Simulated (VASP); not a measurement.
A run of VASP 6.6.1:

INCAR

```
PREC = Accurate
ENCUT = 520
EDIFF = 1E-7
ISMEAR = 0
SIGMA = 0.1
LREAL = F
LASPH = T
NELM = 150
ALGO = Normal
ISIF = 2
LWAVE = F
LCHARG = T
ISPIN = 2
MAGMOM = 0 0 1 0 0 0
LORBIT = 11
LMAXMIX = 4
GGA = PE
LELF = T
LVHAR = T
NBANDS = 37
```

File KPOINTS:

```
Automatic mesh
0
Gamma
  6 6 4
```

The input POSCAR:

```
Y2TaN3
1.0
    3.9318429050      0.0000000000      0.0000000000
    0.0000000000      3.9318429050      0.0000000000
    0.0000000000      0.0000000000      8.3020351641
Y Ta N
2 1 3
Direct
    0.0000000000      0.0000000000      0.0000000000
    0.5000000000      0.5000000000      0.5000000000
    0.0000000000      0.0000000000      0.5000000000
    0.0000000000      0.0000000000      0.7291871566
    0.0000000000      0.0000000000      0.2708128434
    0.5000000000      0.5000000000      0.0000000000
```

Potentials or basis: VASP PAW PBE potentials, release 64 (Y_sv, Ta_pv, N).

The run is started by

```console
$ cat potpaw_PBE.64/Y_sv/POTCAR potpaw_PBE.64/Ta_pv/POTCAR potpaw_PBE.64/N/POTCAR > POTCAR
$ mpirun -np 1 vasp_std > vasp.out
```

Hardware: 1 thread of AMD EPYC 9R45 96-Core Processor (Zen 5), on a shared host.

How long does it take, and how much memory?

Wall time 3.1 min on 1 thread of AMD EPYC 9R45 96-Core Processor (Zen 5), on a shared host, peak memory 0.4 GiB. Counts: scf iterations 23, k points 30.
